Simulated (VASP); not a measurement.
# Te (Fm-3m) in VASP: further runs

The runs below take Te through single point, relaxation of cell and atoms, with PBEsol.

Everything below comes from runs of VASP 6.6.1. Logs are shortened: lines on timing, memory, paths and dates and some standing lists are left out, and cuts for length are marked.

**1. The cell of the first run**

It takes space group Fm-3m (No. 225, cubic). Conventional cell: a = 4.935 Å, b = 4.935 Å, c = 4.935 Å, α = 90.00°, β = 90.00°, γ = 90.00°. Te (site symmetry m-3m) has 12 Te at 3.49 Å within 4.6 Å.

**2. Single point, PBEsol (volume scaled by 1.12)**

The input, INCAR:

```
SYSTEM = Te
ALGO     = Normal         ! electronic algorithm
EDIFF    = 1E-6           ! SCF threshold, eV
ENCUT    = 520            ! plane-wave cutoff, eV
GGA      = PS             ! functional
ISIF     = 2              ! what is computed and relaxed
ISMEAR   = -1             ! smearing method
LASPH    = .True.         ! aspherical terms in the spheres
LCHARG   = .False.        ! write CHGCAR
LREAL    = .False.        ! projectors in reciprocal space
LWAVE    = .False.        ! write WAVECAR
NBANDS   = 9              ! bands
NELM     = 80             ! most SCF steps
PREC     = Accurate       ! precision mode
SIGMA    = 0.1            ! smearing width, eV
```

The input, KPOINTS:

```
k-points
0
Gamma
  13 13 13
  0 0 0
```

The input, POSCAR:

```
Te
1.0
    0.0000000000      2.4674958143      2.4674958143
    2.4674958143      0.0000000000      2.4674958143
    2.4674958143      2.4674958143      0.0000000000
Te
1
Direct
    0.0000000000      0.0000000000      0.0000000000
```

Potentials or basis: VASP PAW PBE potentials, release 64 (Te).

Started as:

```sh
$ cat potpaw_PBE.64/Te/POTCAR > POTCAR
$ mpirun -np 1 vasp_std > vasp.out
```

OUTCAR:

```text
SYSTEM = Te
   EDIFF = 1E-6
   ENCUT = 520
   GGA = PS
   ISIF = 2
   ISMEAR = -1
   LASPH = .True.
   LREAL = .False.
   NELM = 80
   PREC = Accurate

 ion  position               nearest neighbor table
   1  0.000  0.000  0.000-

  LATTYP: Found a face centered cubic cell.
 ALAT       =     4.9349916286

  Lattice vectors:

 A1 = (   0.0000000000,   2.4674958143,   2.4674958143)
 A2 = (   2.4674958143,   0.0000000000,   2.4674958143)
 A3 = (   2.4674958143,   2.4674958143,   0.0000000000)

Analysis of symmetry for initial positions (statically):
=====================================================================
 Subroutine PRICEL returns:
 Original cell was already a primitive cell.

 Routine SETGRP: Setting up the symmetry group for a
 face centered cubic supercell.

 Subroutine GETGRP returns: Found 48 space group operations
 (whereof 48 operations were pure point group operations)
 out of a pool of 48 trial point group operations.

The static configuration has the point symmetry O_h .

Analysis of symmetry for dynamics (positions and initial velocities):
=====================================================================
 Subroutine PRICEL returns:
 Original cell was already a primitive cell.

 Routine SETGRP: Setting up the symmetry group for a
 face centered cubic supercell.

 Subroutine GETGRP returns: Found 48 space group operations
 (whereof 48 operations were pure point group operations)
 out of a pool of 48 trial point group operations.

The dynamic configuration has the point symmetry O_h .

 Subroutine INISYM returns: Found 48 space group operations
 (whereof 48 operations are pure point group operations),
 and found     1 'primitive' translations

----------------------------------------------------------------------------------------

                                     Primitive cell

  volume of cell :      30.0469

  direct lattice vectors                    reciprocal lattice vectors
     0.000000000  2.467495814  2.467495814    -0.202634589  0.202634589  0.202634589
     2.467495814  0.000000000  2.467495814     0.202634589 -0.202634589  0.202634589
     2.467495814  2.467495814  0.000000000     0.202634589  0.202634589 -0.202634589

  length of vectors
     3.489566046  3.489566046  3.489566046     0.350973403  0.350973403  0.350973403

  position of ions in fractional coordinates (direct lattice)
     0.000000000  0.000000000  0.000000000

  ion indices of the primitive-cell ions
   primitive index   ion index
[... 76 lines left out ...]
   NSW    =      0    number of steps for IOM
   IBRION =     -1    ionic relax: 0-MD 1-quasi-New 2-CG
   NFREE  =      0    steps in history (QN), initial steepest desc. (CG)
   ISIF   =      2    stress and relaxation
   ISYM   =      2    0-nonsym 1-usesym 2-fastsym
   POTIM  = 0.5000    time-step for ionic-motion
   TEBEG  =    0.0;   TEEND  =   0.0 temperature during run
   PSTRESS=    0.0 pullay stress
   NELECT =       6.0000    total number of electrons
   NUPDOWN=      -1.0000    fix difference up-down
   EMIN   =  10.00;   EMAX   =-10.00  energy-range for DOS
   EFERMI =   0.00;   METHOD = LEGACY
   ISMEAR =    -1;   SIGMA  =   0.10  broadening in eV -4-tet -1-fermi 0-gaus
   EFERMI_NEDOS =   21; number of points for ismear=-14 and -15
   IALGO  =     38    algorithm
   IMIX   =      4    mixing-type and parameters
     AMIX     =   0.40;   BMIX     =  1.00
     AMIX_MAG =   1.60;   BMIX_MAG =  1.00
  volume/ion in A,a.u.               =      30.05       202.77
  Fermi-wavevector in a.u.,A,eV,Ry     =   0.956883  1.808247 12.457835  0.915625
  Thomas-Fermi vector in A             =   2.085851
   LORBIT       =      0    0 simple, 1 ext, 2 COOP (PROOUT), +10 PAW based schemes
   GGA     = PS    functional components
   LHFCALC =     F    Hartree Fock is set to
   AEXX    =    0.0000 exact exchange contribution
   IVDW    =     0    specifies the selected vdW correction
   LEPSILON=     F    determine dielectric tensor
   LRPA    =     F    only Hartree local field effects (RPA)
 non-spin polarized calculation
  energy-cutoff  :      520.00
  volume of cell :       30.05
 maximum number of plane-waves:       869
 NGX is ok and might be reduce to    28
   NGX = 13   NGY = 13   NGZ = 13

 number of electron       6.0000000 magnetization

 Free energy of the ion-electron system (eV)
  ---------------------------------------------------
  ext. energy  EPLUGINS =         0.00000000
  ---------------------------------------------------
  free energy    TOTEN  =        -3.15374014 eV

  energy without entropy =       -3.12010100  energy(sigma->0) =       -3.13692057

 E-fermi :   6.9000     XC(G=0):  -9.9647

 val. band max:        6.8825175222   @ k =   0.2308   0.1538   0.0769
 cond. band min:       6.9059527958   @ k =   0.4615   0.1538   0.0000
 fundamental gap:      0.0234352736
 Fermi energy:         6.8999662313

 k-point     1 :       0.0000    0.0000    0.0000
  band No.  band energies     occupation
      1      -6.5032      2.00000
      2       9.6667      0.00000
      3       9.6667      0.00000
      4       9.6667      0.00000
      5      15.9389      0.00000
      6      16.3438      0.00000
      7      16.3438      0.00000
      8      16.3438      0.00000
      9      17.5213      0.00000
[... 265 lines left out ...]
 k-point    24 :       0.4615    0.1538    0.0000
  band No.  band energies     occupation
      1      -4.0036      2.00000
      2       2.2317      2.00000
      3       6.9060      0.97008
      4       7.7490      0.00041
      5      13.3141      0.00000
      6      15.9436      0.00000
      7      17.2381      0.00000
      8      18.8999      0.00000
      9      20.1634      0.00000

 [... further k-points ...]

------------------------ aborting loop because EDIFF is reached ----------------------------------------

  FORCE on cell =-STRESS in cart. coord.  units (eV):
  Direction    XX          YY          ZZ          XY          YZ          ZX
  --------------------------------------------------------------------------------------
  -------------------------------------------------------------------------------------
  Total       -1.0477116     -1.0477116     -1.0477116     -0.0000000     -0.0000000      0.0000000
  in kB      -55.8667037    -55.8667037    -55.8667037     -0.0000000     -0.0000000      0.0000000
  external PRESSURE =     -55.8667037 kB  Pullay stress =       0.0000000 kB

 VOLUME and BASIS-vectors are now :
 -----------------------------------------------------------------------------
  energy-cutoff  :      520.00
  volume of cell :       30.05
      direct lattice vectors                 reciprocal lattice vectors
     0.000000000  2.467495814  2.467495814    -0.202634589  0.202634589  0.202634589
     2.467495814  0.000000000  2.467495814     0.202634589 -0.202634589  0.202634589
     2.467495814  2.467495814  0.000000000     0.202634589  0.202634589 -0.202634589

 POSITION                                       TOTAL-FORCE (eV/Angst)
 -----------------------------------------------------------------------------------
      0.00000      0.00000      0.00000         0.000000      0.000000     -0.000000
 -----------------------------------------------------------------------------------
    total drift:                                0.000000      0.000000      0.000000

  FREE ENERGIE OF THE ION-ELECTRON SYSTEM (eV)
  ---------------------------------------------------
  free  energy   TOTEN  =        -3.1537401377 eV

  energy  without entropy=       -3.1201010001  energy(sigma->0) =       -3.13692057
```

OSZICAR:

```text
N       E                     dE             d eps       ncg     rms          rms(c)
DAV:   1     0.989009845286E+01    0.98901E+01   -0.23122E+03  1520   0.508E+02
DAV:   2    -0.283445612693E+01   -0.12725E+02   -0.12436E+02  2069   0.672E+01
DAV:   3    -0.315995751031E+01   -0.32550E+00   -0.32099E+00  1890   0.106E+01
DAV:   4    -0.316162578792E+01   -0.16683E-02   -0.16679E-02  2108   0.907E-01
DAV:   5    -0.316163358580E+01   -0.77979E-05   -0.77987E-05  1935   0.524E-02    0.593E+00
DAV:   6    -0.315587382658E+01    0.57598E-02   -0.53113E-03  1723   0.331E-01    0.366E+00
DAV:   7    -0.315382164116E+01    0.20522E-02   -0.10959E-02  1626   0.472E-01    0.253E-01
DAV:   8    -0.315373994664E+01    0.81695E-04   -0.44357E-04  1674   0.118E-01    0.862E-02
DAV:   9    -0.315374013768E+01   -0.19104E-06   -0.62083E-06  2058   0.204E-02
   1 F= -.31537401E+01 E0= -.31369206E+01  d E =-.336391E-01
```

Wall time 28 s (1 thread of Intel Xeon 6975P-C, shared host); peak memory 0.17 GiB.

Results:

```
Free energy            : -3.1537 eV
Pressure               : -5.6 GPa
Band gap on the k mesh : zero (band 3 reaches 9.67 eV, above the bottom of band 4 at 5.22 eV)
```

Caveat: the cell differs from its parent crystal (volume scaled by 1.12); the PAW data sets were made with another functional, which shifts forces and pressure a little; spin-orbit coupling is left out, which moves the levels of the heavy elements.

**3. Relaxation of cell and atoms, PBEsol**

This run uses another cell than the first one, of 28.84 Å³/atom, 0.960 times its volume.

The input, INCAR:

```
SYSTEM = Te
ALGO = Normal
EDIFF = 1E-7
EDIFFG = -0.01
ENCUT = 600
GGA = PS
IBRION = 2
ISIF = 3
ISMEAR = -1
LASPH = .TRUE.
LCHARG = .FALSE.
LREAL = .FALSE.
LWAVE = .FALSE.
NELM = 100
NSW = 80
PREC = Accurate
SIGMA = 0.1
```

The input, KPOINTS:

```
k-points
0
G
  11 11 11
  0 0 0
```

The input, POSCAR:

```
Te
1.0
    0.0000000000      2.4339108928      2.4339108928
    2.4339108928      0.0000000000      2.4339108928
    2.4339108928      2.4339108928      0.0000000000
Te
1
Direct
    0.0000000000      0.0000000000      0.0000000000
```

Potentials or basis: VASP PAW PBE potentials, release 64 (Te).

Started as:

```sh
$ cat potpaw_PBE.64/Te/POTCAR > POTCAR
$ mpirun -np 1 vasp_std > vasp.out
```

It took 56 s on 1 thread of Intel Xeon 6975P-C, shared host; peak memory 0.17 GiB.

Results (log left out):

- Free energy: -3.2199 eV
- Relaxed volume: 26.82 Å³/atom
- Relaxed cell: a = 3.360 Å, b = 3.360 Å, c = 3.360 Å, α = 60.00°, β = 60.00°, γ = 60.00°
- Space group after relaxing (to 0.05 Å): Fm-3m (No. 225)
- Energy gained by relaxing: 27.0 meV/atom
- Ionic steps: 3
- Pressure after relaxing: 0.0 GPa
- Band gap on the k mesh: zero (band 3 reaches 11.82 eV, above the bottom of band 4 at 6.57 eV)

Step by step:
| step | energy change (eV) | largest force (eV/Å) | pressure (GPa) | volume (Å³) |
| --- | --- | --- | --- | --- |
| 1 | 0.0000 | 0.0000 | -3.99 | 28.84 |
| 2 | -0.0207 | 0.0000 | 2.36 | 25.94 |
| 3 | -0.0270 | 0.0000 | 0.00 | 26.82 |

Final structure:
```
CELL_PARAMETERS angstrom
0.00000 2.37582 2.37582
2.37582 0.00000 2.37582
2.37582 2.37582 0.00000
ATOMIC_POSITIONS crystal
Te 0.00000 0.00000 0.00000
```

Levels at points of the mesh, in eV from the Fermi level:
| k point | band 1 | band 2 | band 3 | band 4 | band 5 | band 6 | band 7 |
| --- | --- | --- | --- | --- | --- | --- | --- |
| (0.00, 0.00, 0.00) | -14.30 | 3.36 | 3.36 | 3.36 | 9.64 | 9.64 | 9.64 |

Caveat: the PAW data sets were made with another functional, which shifts forces and pressure a little; spin-orbit coupling is left out, which moves the levels of the heavy elements.

[end of part 1 of 2]
